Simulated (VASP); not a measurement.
# SnO2 (Pnnm) in VASP: further runs

Runs on SnO2. Level: PBE. Tasks: single point.

Everything below comes from runs of VASP 6.6.1. Logs are shortened: lines on timing, memory, paths and dates and some standing lists are left out, and cuts for length are marked.

## Step 1: The cell of the first run

It takes space group Pnnm (No. 58, orthorhombic). Conventional cell: a = 4.941 Å, b = 4.941 Å, c = 3.087 Å, α = 90.00°, β = 90.00°, γ = 90.00°. Sn (site symmetry 2/m) has 6 O at 2.06 to 2.15 Å within 2.7 Å. Within 2.8 Å of O (site symmetry m) lie 3 Sn at 2.06 to 2.15 Å and 1 O at 2.72 Å.

## Step 2: Single point, PBE (atoms displaced along a vibrational mode, the cell strained)

Input file INCAR:

```
SYSTEM = SnO2
PREC = Accurate
ENCUT = 520
EDIFF = 1E-7
ISMEAR = 0
SIGMA = 0.05
LREAL = .False.
LASPH = .True.
NELM = 60
ALGO = Normal
ISIF = 2
LWAVE = .False.
LCHARG = .False.
GGA = PE
NBANDS = 35
```

Input file KPOINTS:

```
regular mesh
0
Gamma
  6 6 8
  0 0 0
```

Input file POSCAR:

```
SnO2
1.0
    4.9405222631      0.0000000000      0.0000000000
    0.0000000000      4.9405362667      0.0000000000
    0.0000000000      0.0000000000      3.0866914697
Sn O
2 4
Direct
    0.5000000000      0.5000000000      0.5000000000
    0.0000000000      0.0000000000      0.0000000000
    0.3311802080      0.2820256502      0.0000000000
    0.8311802080      0.2179743498      0.5000000000
    0.1688197920      0.7820256502      0.5000000000
    0.6688197920      0.7179743498      0.0000000000
```

Potentials or basis: VASP PAW PBE potentials, release 64 (Sn_d, O).

Launch:

```console
> cat potpaw_PBE.64/Sn_d/POTCAR potpaw_PBE.64/O/POTCAR > POTCAR
> mpirun -np 1 vasp_std > vasp.out
```

OUTCAR:

```text
SYSTEM = SnO2
   PREC = Accurate
   ENCUT = 520
   EDIFF = 1E-7
   ISMEAR = 0
   LREAL = .False.
   LASPH = .True.
   NELM = 60
   ISIF = 2
   GGA = PE

 ion  position               nearest neighbor table
   1  0.500  0.500  0.500-   3 2.06   6 2.06   3 2.06   6 2.06   5 2.15   4 2.15
   2  0.000  0.000  0.000-   4 2.06   5 2.06   4 2.06   5 2.06   3 2.15   6 2.15
   3  0.331  0.282  0.000-   1 2.06   1 2.06   2 2.15
   4  0.831  0.218  0.500-   2 2.06   2 2.06   1 2.15
   5  0.169  0.782  0.500-   2 2.06   2 2.06   1 2.15
   6  0.669  0.718  0.000-   1 2.06   1 2.06   2 2.15

  LATTYP: Found a simple tetragonal cell.
 ALAT       =     4.9405222631
 C/A-ratio  =     0.6247702784

  Lattice vectors:

 A1 = (   4.9405222631,   0.0000000000,   0.0000000000)
 A2 = (   0.0000000000,   4.9405362667,   0.0000000000)
 A3 = (   0.0000000000,   0.0000000000,   3.0866914697)

Analysis of symmetry for initial positions (statically):
=====================================================================
 Subroutine PRICEL returns:
 Original cell was already a primitive cell.

 Routine SETGRP: Setting up the symmetry group for a
 simple tetragonal supercell.

 Subroutine GETGRP returns: Found  8 space group operations
 (whereof  4 operations were pure point group operations)
 out of a pool of 16 trial point group operations.

The static configuration has the point symmetry C_2h.
 The point group associated with its full space group is D_2h.

Analysis of symmetry for dynamics (positions and initial velocities):
=====================================================================
 Subroutine PRICEL returns:
 Original cell was already a primitive cell.

 Routine SETGRP: Setting up the symmetry group for a
 simple tetragonal supercell.

 Subroutine GETGRP returns: Found  8 space group operations
 (whereof  4 operations were pure point group operations)
 out of a pool of 16 trial point group operations.

The dynamic configuration has the point symmetry C_2h.
 The point group associated with its full space group is D_2h.

 Subroutine INISYM returns: Found  8 space group operations
 (whereof  4 operations are pure point group operations),
 and found     1 'primitive' translations

----------------------------------------------------------------------------------------

                                     Primitive cell

  volume of cell :      75.3425

  direct lattice vectors                    reciprocal lattice vectors
     4.940522263  0.000000000  0.000000000     0.202407751  0.000000000  0.000000000
     0.000000000  4.940536267  0.000000000     0.000000000  0.202407177  0.000000000
     0.000000000  0.000000000  3.086691470     0.000000000  0.000000000  0.323971479

  length of vectors
     4.940522263  4.940536267  3.086691470     0.202407751  0.202407177  0.323971479

  position of ions in fractional coordinates (direct lattice)
     0.500000000  0.500000000  0.500000000
     0.000000000  0.000000000  0.000000000
     0.331180208  0.282025650  0.000000000
     0.831180208  0.217974350  0.500000000
     0.168819792  0.782025650  0.500000000
     0.668819792  0.717974350  0.000000000

  ion indices of the primitive-cell ions
   primitive index   ion index
                 1           1
                 2           2
                 3           3
                 4           4
                 5           5
                 6           6

----------------------------------------------------------------------------------------

 KPOINTS: regular mesh

Automatic generation of k-mesh.
 Grid dimensions read from file:
 generate k-points for:    6    6    8

 Generating k-lattice:

  Cartesian coordinates                     Fractional coordinates (reciprocal lattice)
     0.033734625  0.000000000  0.000000000     0.166666667  0.000000000  0.000000000
     0.000000000  0.033734530  0.000000000     0.000000000  0.166666667  0.000000000
     0.000000000  0.000000000  0.040496435     0.000000000  0.000000000  0.125000000

  Length of vectors
     0.033734625  0.033734530  0.040496435

  Shift w.r.t. Gamma in fractional coordinates (k-lattice)
     0.000000000  0.000000000  0.000000000

 Subroutine IBZKPT returns following result:
 ===========================================

 Found     80 irreducible k-points:

 Following reciprocal coordinates:
            Coordinates               Weight
  0.000000  0.000000  0.000000      1.000000
  0.166667  0.000000  0.000000      2.000000
  0.000000  0.166667  0.000000      2.000000
  0.333333  0.000000  0.000000      2.000000
  0.000000  0.333333  0.000000      2.000000
  0.500000  0.000000  0.000000      1.000000
[... 16 lines left out ...]
  0.000000  0.500000  0.125000      2.000000
  0.166667  0.166667  0.125000      8.000000
 [... further k-points ...]
   k-points           NKPTS =     80   k-points in BZ     NKDIM =     80   number of bands    NBANDS=     35
   number of dos      NEDOS =    301   number of ions     NIONS =      6
   total plane-waves  NPLWV =  38400
   dimension x,y,z NGX =    40 NGY =   40 NGZ =   24
   dimension x,y,z NGXF=    80 NGYF=   80 NGZF=   48
   ions per type =               2   4
   NGX,Y,Z   is equivalent  to a cutoff of  13.46, 13.46, 12.93 a.u.
   NGXF,Y,Z  is equivalent  to a cutoff of  26.92, 26.92, 25.85 a.u.
 SYSTEM =  SnO2
   PREC   = accura    normal or accurate (medium, high low for compatibility)
   ISTART =      0    job   : 0-new  1-cont  2-samecut
   ICHARG =      2    charge: 1-file 2-atom 10-const
   ISPIN  =      1    spin polarized calculation?
   LNONCOLLINEAR =      F non collinear calculations
   LSORBIT =      F    spin-orbit coupling
   LASPH  =      T    aspherical Exc in radial PAW
   ENCUT  =  520.0 eV  38.22 Ry    6.18 a.u.   9.19  9.19  5.74*2*pi/ulx,y,z
   NELM   =     60;   NELMIN=  2; NELMDL= -5     # of ELM steps
   EDIFF  = 0.1E-06   stopping-criterion for ELM
   LREAL  =      F    real-space projection
   EDIFFG = 0.1E-05   stopping-criterion for IOM
   NSW    =      0    number of steps for IOM
   IBRION =     -1    ionic relax: 0-MD 1-quasi-New 2-CG
   NFREE  =      0    steps in history (QN), initial steepest desc. (CG)
   ISIF   =      2    stress and relaxation
   ISYM   =      2    0-nonsym 1-usesym 2-fastsym
   POTIM  = 0.5000    time-step for ionic-motion
   TEBEG  =    0.0;   TEEND  =   0.0 temperature during run
   PSTRESS=    0.0 pullay stress
   NELECT =      52.0000    total number of electrons
   NUPDOWN=      -1.0000    fix difference up-down
   EMIN   =  10.00;   EMAX   =-10.00  energy-range for DOS
   EFERMI =   0.00;   METHOD = LEGACY
   ISMEAR =     0;   SIGMA  =   0.05  broadening in eV -4-tet -1-fermi 0-gaus
   EFERMI_NEDOS =   21; number of points for ismear=-14 and -15
   IALGO  =     38    algorithm
   IMIX   =      4    mixing-type and parameters
     AMIX     =   0.40;   BMIX     =  1.00
     AMIX_MAG =   1.60;   BMIX_MAG =  1.00
  volume/ion in A,a.u.               =      12.56        84.74
  Fermi-wavevector in a.u.,A,eV,Ry     =   1.446758  2.733976 28.478472  2.093109
  Thomas-Fermi vector in A             =   2.564790
   LORBIT       =      0    0 simple, 1 ext, 2 COOP (PROOUT), +10 PAW based schemes
   GGA     = PE    functional components
   LHFCALC =     F    Hartree Fock is set to
   AEXX    =    0.0000 exact exchange contribution
   IVDW    =     0    specifies the selected vdW correction
   LEPSILON=     F    determine dielectric tensor
   LRPA    =     F    only Hartree local field effects (RPA)
 non-spin polarized calculation
 Gauss-broadening in eV      SIGMA  =   0.05
  energy-cutoff  :      520.00
  volume of cell :       75.34
 maximum number of plane-waves:      2054
 NGX is ok and might be reduce to    40
   NGX = 19   NGY = 19   NGZ = 11

 number of electron      52.0000008 magnetization

 Free energy of the ion-electron system (eV)
  ---------------------------------------------------
  ext. energy  EPLUGINS =         0.00000000
  ---------------------------------------------------
  free energy    TOTEN  =       -37.09069171 eV

  energy without entropy =      -37.09069171  energy(sigma->0) =      -37.09069171

 E-fermi :   5.6201     XC(G=0): -10.9652

 val. band max:        5.3630114726   @ k =   0.0000   0.1667   0.0000
 cond. band min:       6.4970837014   @ k =   0.0000   0.0000   0.0000
 fundamental gap:      1.1340722287
 Fermi energy:         5.6200755331

 k-point     1 :       0.0000    0.0000    0.0000
  band No.  band energies     occupation
      1     -15.5663      2.00000
      2     -15.0148      2.00000
      3     -14.6622      2.00000
      4     -14.6179      2.00000
      5     -14.6138      2.00000
      6     -14.5318      2.00000
[... 27 lines left out ...]
     34      16.9433      0.00000
     35      17.3203      0.00000

 k-point     2 :       0.1667    0.0000    0.0000
  band No.  band energies     occupation
      1     -15.5338      2.00000
      2     -15.0513      2.00000
      3     -14.6594      2.00000
      4     -14.6164      2.00000
      5     -14.6128      2.00000
      6     -14.5398      2.00000
[... 27 lines left out ...]
     34      16.7747      0.00000
     35      17.3845      0.00000

 k-point     3 :       0.0000    0.1667    0.0000
  band No.  band energies     occupation
      1     -15.5328      2.00000
      2     -15.0498      2.00000
      3     -14.6590      2.00000
      4     -14.6164      2.00000
      5     -14.6128      2.00000
      6     -14.5385      2.00000
[... 27 lines left out ...]
     34      16.9953      0.00000
     35      17.4618      0.00000
[... 723 lines left out ...]
 k-point    23 :       0.0000    0.5000    0.1250
  band No.  band energies     occupation
      1     -15.2362      2.00000
      2     -15.2362      2.00000
      3     -14.7759      2.00000
      4     -14.7759      2.00000
      5     -14.5841      2.00000
      6     -14.5841      2.00000
[... 27 lines left out ...]
     34      17.6404      0.00000
     35      18.1133      0.00000

 k-point    24 :       0.1667    0.1667    0.1250
  band No.  band energies     occupation
      1     -15.4290      2.00000
      2     -15.0108      2.00000
      3     -14.7786      2.00000
      4     -14.7743      2.00000
      5     -14.6226      2.00000
      6     -14.5373      2.00000
[... 27 lines left out ...]
     34      17.2298      0.00000
     35      17.4736      0.00000

 [... further k-points ...]

------------------------ aborting loop because EDIFF is reached ----------------------------------------

  FORCE on cell =-STRESS in cart. coord.  units (eV):
  Direction    XX          YY          ZZ          XY          YZ          ZX
  --------------------------------------------------------------------------------------
  -------------------------------------------------------------------------------------
  Total       -0.5388868     -1.6162385      6.4568079      0.0000000      0.0000000      0.0000000
  in kB      -11.4595602    -34.3697087    137.3056073      0.0000000      0.0000000      0.0000000
  external PRESSURE =      30.4921128 kB  Pullay stress =       0.0000000 kB

 VOLUME and BASIS-vectors are now :
 -----------------------------------------------------------------------------
  energy-cutoff  :      520.00
  volume of cell :       75.34
      direct lattice vectors                 reciprocal lattice vectors
     4.940522263  0.000000000  0.000000000     0.202407751  0.000000000  0.000000000
     0.000000000  4.940536267  0.000000000     0.000000000  0.202407177  0.000000000
     0.000000000  0.000000000  3.086691470     0.000000000  0.000000000  0.323971479

 POSITION                                       TOTAL-FORCE (eV/Angst)
 -----------------------------------------------------------------------------------
      2.47026      2.47027      1.54335        -0.000000     -0.000000      0.000000
      0.00000      0.00000      0.00000        -0.000000     -0.000000      0.000000
      1.63620      1.39336      0.00000        -0.160385      0.031618      0.000000
      4.10646      1.07691      1.54335        -0.160385     -0.031618      0.000000
      0.83406      3.86363      1.54335         0.160385      0.031618      0.000000
      3.30432      3.54718      0.00000         0.160385     -0.031618      0.000000
 -----------------------------------------------------------------------------------
    total drift:                               -0.000000      0.000000     -0.000000

  FREE ENERGIE OF THE ION-ELECTRON SYSTEM (eV)
  ---------------------------------------------------
  free  energy   TOTEN  =       -37.0906917055 eV

  energy  without entropy=      -37.0906917055  energy(sigma->0) =      -37.09069171
```

Run time: 80 s. Hardware: 1 thread of Intel Xeon 6975P-C (Granite Rapids), shared host; peak memory 0.3 GiB.

Results:

* Free energy: -37.0907 eV
* Pressure: 3.0 GPa
* Largest force: 0.163 eV/Å
* Band gap on the k mesh: 1.13 eV

Forces in eV/Å, atoms in the order of the input:
```
Sn   0.000  0.000  0.000
Sn   0.000  0.000  0.000
O   -0.160  0.032  0.000
O   -0.160 -0.032  0.000
O    0.160  0.032  0.000
O    0.160 -0.032  0.000
```

Levels at points of the mesh, in eV from the valence-band top:
```
           k point  band 24  band 25  band 26  band 27  band 28  band 29
(0.00, 0.00, 0.00)    -0.74    -0.52     0.00     1.13     6.35     6.60
(0.50, 0.00, 0.00)    -0.87    -0.70    -0.70     4.16     4.16     7.88
(0.00, 0.50, 0.00)    -0.87    -0.31    -0.31     3.88     3.88     7.13
(0.50, 0.50, 0.00)    -0.96    -0.78    -0.78     4.61     4.61     7.59
(0.00, 0.00, 0.50)    -1.35    -0.94    -0.94     5.70     5.70     9.13
(0.50, 0.00, 0.50)    -1.02    -0.61    -0.61     5.80     5.80     7.14
(0.00, 0.50, 0.50)    -0.84    -0.81    -0.81     5.98     5.98     7.45
(0.50, 0.50, 0.50)    -0.83    -0.65    -0.65     4.41     4.41     8.69
```

Caveat: the cell differs from its parent crystal (atoms displaced along a vibrational mode, the cell strained); the cell stands under pressure; spin-orbit coupling is left out, which moves the levels of the heavy elements.

[end of part 1 of 2]
